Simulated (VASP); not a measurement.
Ge: relaxation of cell and atoms with PBE

Crystal: Ge.

```
Ge
1.0
    -3.49933    3.49933    1.26236
     3.49933   -3.49933    1.26236
     3.49933    3.49933   -1.26236
Ge
4
Direct
  0.37500 0.62500 0.75000
  0.87500 0.62500 0.25000
  0.37500 0.12500 0.75000
  0.37500 0.62500 0.25000
```

The cell was generated, and may not be a known phase.

- Program: VASP 6.6.1
- Task: relaxation of cell and atoms
- Functional: PBE
- Potentials or basis: VASP PAW PBE potentials, release 64 (Ge_d)
- Cutoff: 600 eV
- k mesh: 8 × 8 × 8
- Occupations: gaussian, width 0.1 eV
- Spin: no spin polarisation
- Dipole correction: no
- Further INCAR settings: ALGO = Normal; EDIFF = 1e-06; IBRION = 2; EDIFFG = -0.04; NSW = 90; ISIF = 3

```yaml
Relaxed_volume: 19.88 Å³/atom
Relaxed_cell: a = 5.461 Å, b = 5.461 Å, c = 5.461 Å, α = 93.94°, β = 93.94°, γ = 149.59°
Space_group_after_relaxing_to_0.1_Å: I4_1/amd (No. 141)
Energy_gained_by_relaxing: 333.0 meV/atom
Ionic_steps: 7
Pressure_after_relaxing: 0.3 GPa
Band_gap_on_the_k_mesh: zero (bands 28 and 29 overlap by 3.43 eV)
```

Step by step:
```
step  energy change (eV)  largest force (eV/Å)  pressure (GPa)  volume (Å³)
   1              0.0000                0.0000           28.60        61.83
   2             -1.1126                0.0000           -5.99        89.91
   3             -1.3184                0.0000            0.12        79.61
   4             -1.3187                0.0000           -0.21        80.03
   5             -1.3267                0.0000           -0.05        79.85
   6             -1.3319                0.0000            0.17        79.61
   7             -1.3322                0.0000            0.25        79.53
```

Final structure:
```cif
data_structure
_symmetry_space_group_name_H-M 'P 1'
_symmetry_Int_Tables_number 1
_cell_length_a 5.4606
_cell_length_b 5.4606
_cell_length_c 5.4606
_cell_angle_alpha 93.944
_cell_angle_beta 93.944
_cell_angle_gamma 149.591
_cell_volume 79.53
loop_
_atom_site_label
_atom_site_type_symbol
_atom_site_fract_x
_atom_site_fract_y
_atom_site_fract_z
_atom_site_occupancy
Ge1 Ge 0.37500 0.62500 0.75000 1
Ge2 Ge 0.87500 0.62500 0.25000 1
Ge3 Ge 0.37500 0.12500 0.75000 1
Ge4 Ge 0.37500 0.62500 0.25000 1
```

Levels at points of the mesh, in eV from the Fermi level:
| k point | band 25 | band 26 | band 27 | band 28 | band 29 | band 30 | band 31 | band 32 |
| --- | --- | --- | --- | --- | --- | --- | --- | --- |
| (0.00, 0.00, 0.00) | -5.53 | -4.39 | -2.24 | -2.24 | 3.31 | 6.38 | 6.38 | 6.49 |
| (0.50, 0.00, 0.00) | -4.55 | -3.70 | -2.54 | -2.11 | 0.04 | 0.82 | 1.87 | 2.00 |
| (0.50, 0.50, 0.00) | -4.36 | -4.36 | -0.13 | -0.13 | 3.45 | 3.45 | 6.37 | 6.37 |
| (0.50, 0.50, 0.50) | 0.61 | 0.61 | 0.62 | 0.62 | 1.58 | 1.58 | 1.69 | 1.69 |

Wall time 8.3 min on 1 thread of AMD EPYC 9R45 96-Core Processor (Zen 5), with other jobs on the host, peak memory 0.3 GiB.

Caveat: the volume moved by over 15 % at a fixed basis, so the end points are rough.
